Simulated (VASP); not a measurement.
**KTaO3: single point with r2SCAN**

The system is KTaO3.

```
K Ta O
1.0
     4.02964    0.00000    0.00000
     0.00000    4.02964    0.00000
     0.00000    0.00000    4.02964
K Ta O
1 1 3
Direct
  0.00000 0.00000 0.00000
  0.50000 0.50000 0.50000
  0.50000 0.50000 0.00000
  0.50000 0.00000 0.50000
  0.00000 0.50000 0.50000
```

This cell differs from its parent crystal: volume changed by +3%.

| Item | Value |
| --- | --- |
| Program | VASP 6.6.1 |
| Task | single point |
| Functional | r2SCAN |
| Potentials or basis | VASP PAW PBE potentials, release 64 (K_sv, Ta_pv, O) |
| Cutoff | 520 eV |
| k mesh | 6 × 6 × 6 |
| Occupations | gaussian, width 0.01 eV |
| Spin | no spin polarisation |

The pressure is -5.0 GPa and the band gap on the k mesh is 2.52 eV, indirect (least direct gap 3.18 eV).

Levels at points of the mesh, in eV from the valence-band top:
| k point | band 15 | band 16 | band 17 | band 18 | band 19 | band 20 | band 21 | band 22 | band 23 | band 24 |
| --- | --- | --- | --- | --- | --- | --- | --- | --- | --- | --- |
| (0.00, 0.00, 0.00) | -1.05 | -1.05 | -0.66 | -0.66 | -0.66 | 2.52 | 2.52 | 2.52 | 6.71 | 6.71 |
| (0.50, 0.00, 0.00) | -2.39 | -2.09 | -1.47 | -0.88 | -0.88 | 2.66 | 5.22 | 5.22 | 6.74 | 8.67 |
| (0.50, 0.50, 0.00) | -2.72 | -1.79 | -1.43 | -1.43 | -0.04 | 5.25 | 5.25 | 6.51 | 7.70 | 10.69 |
| (0.50, 0.50, 0.50) | -3.86 | -3.86 | 0.00 | 0.00 | 0.00 | 6.63 | 6.63 | 6.63 | 9.57 | 9.57 |

Run time: 91 s on 1 thread of Intel(R) Xeon(R) 6975P-C (Granite Rapids) (shared host), peak memory 0.18 GiB.

Caveat: the PAW data sets were made with another functional, which shifts forces and pressure a little; spin-orbit coupling is left out, which moves the levels of the heavy elements. A k mesh can miss the band edges.
